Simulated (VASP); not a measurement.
## BaS: single point with PBE

The system is BaS.

```
Ba S
1.0
     0.00000    3.21180    3.16009
     3.21180    0.00000    3.16009
     3.21180    3.21180    0.00000
Ba S
1 1
Direct
  0.00000 0.00000 0.00000
  0.50000 0.50000 0.50000
```

This cell differs from its parent crystal: uniaxial z strain -1.6%.

```yaml
Program: VASP 6.6.1
Task: single point
Functional: PBE
Potentials_or_basis: VASP PAW PBE potentials, release 64 (Ba_sv, S)
Cutoff: 520 eV
k_mesh: 8 × 8 × 8
Occupations: fermi-dirac, width 0.02 eV
Spin: no spin polarisation
```

```yaml
Pressure: 1.4 GPa
Band_gap_on_the_k_mesh: 2.06 eV, indirect (least direct gap 2.21 eV)
```

Stress tensor (GPa, compression positive):
```
0.94 0.00 0.00
0.00 0.94 0.00
0.00 0.00 2.40
```

Levels at points of the mesh, in eV from the valence-band top:
```
           k point  band 5  band 6  band 7  band 8  band 9  band 10  band 11  band 12
(0.00, 0.00, 0.00)  -10.40   -0.06   -0.06    0.00    3.55     3.79     3.79     3.91
(0.50, 0.00, 0.00)   -9.16   -1.97   -1.13   -1.12    5.50     5.65     6.25     6.29
(0.50, 0.50, 0.00)  -10.31   -0.50   -0.20   -0.20    2.06     5.92     5.99     7.44
(0.50, 0.00, 0.50)  -10.31   -0.59   -0.19   -0.13    2.08     5.83     6.04     7.39
```

Wall time 20 s on 1 thread of Intel(R) Xeon(R) 6975P-C (Granite Rapids), with other jobs on the host, peak memory 0.23 GiB.

Caveat: the cell differs from its parent crystal (uniaxial z strain -1.6%); spin-orbit coupling is left out, which moves the levels of the heavy elements. A k mesh can miss the band edges.
